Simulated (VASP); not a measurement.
Write the native input for VASP 6.6.1 that does the following.

```yaml
Task: single point
Functional: PBE
Potentials_or_basis: VASP PAW PBE potentials, release 64 (Co)
Cutoff: 520 eV
k_mesh: 20 × 20 × 12
Occupations: gaussian, width 0.05 eV
Spin: collinear spin, antiferromagnetic start
Starting_moments: "[1.5, -1.5] μB"
Dipole_correction: no
Further_INCAR_settings: ALGO = Normal; EDIFF = 1e-06; NBANDS = 20
```

The structure of Co lies in POSCAR:

```
Co
1.0
    2.4937131673      0.0000000000      0.0000000000
   -1.2468565837      2.1596189527      0.0000000000
    0.0000000000      0.0000000000      4.0300901838
Co
2
Direct
    0.3333333333      0.6666666667      0.2500000000
    0.6666666667      0.3333333333      0.7500000000
```

These files were run (other wordings do the same):

INCAR

```
SYSTEM = Co
PREC     = Accurate       ! precision mode
ENCUT    = 520            ! plane-wave cutoff, eV
EDIFF    = 1E-6           ! SCF threshold, eV
ISMEAR   = 0              ! smearing method
SIGMA    = 0.05           ! smearing width, eV
LREAL    = .False.        ! projectors in reciprocal space
LASPH    = .True.         ! aspherical terms in the spheres
NELM     = 150            ! most SCF steps
ALGO     = Normal         ! electronic algorithm
ISIF     = 2              ! what is computed and relaxed
LWAVE    = .False.        ! write WAVECAR
LCHARG   = .False.        ! write CHGCAR
ISPIN    = 2              ! spin polarisation
MAGMOM   = 1.5 -1.5       ! initial moments
LORBIT   = 11             ! projections on sites
LMAXMIX  = 4              ! l up to which the mixer works
GGA      = PE             ! functional
NBANDS   = 20             ! bands
```

KPOINTS

```
Automatic mesh
0
Gamma
  20 20 12
  0 0 0
```

Potentials or basis: VASP PAW PBE potentials, release 64 (Co).

Command:

```bash
$ cat potpaw_PBE.64/Co/POTCAR > POTCAR
$ mpirun -np 1 vasp_std > vasp.out
```

Results of the run:

* Pressure: -7.2 GPa
* Band gap on the k mesh: zero (filled and empty bands overlap)
* Net moment: 0.00 μB per cell
* Site moments: Co +0.93, -0.93 μB
* Valence electrons inside the program's atomic spheres: Co 8.27

Caveat: the cell stands under tension; the antiferromagnetic order is the one typed at the start, and another may lie lower.

Wall time 2.3 min on 1 thread of Intel(R) Xeon(R) 6975P-C (Granite Rapids) (shared host), peak memory 0.29 GiB.
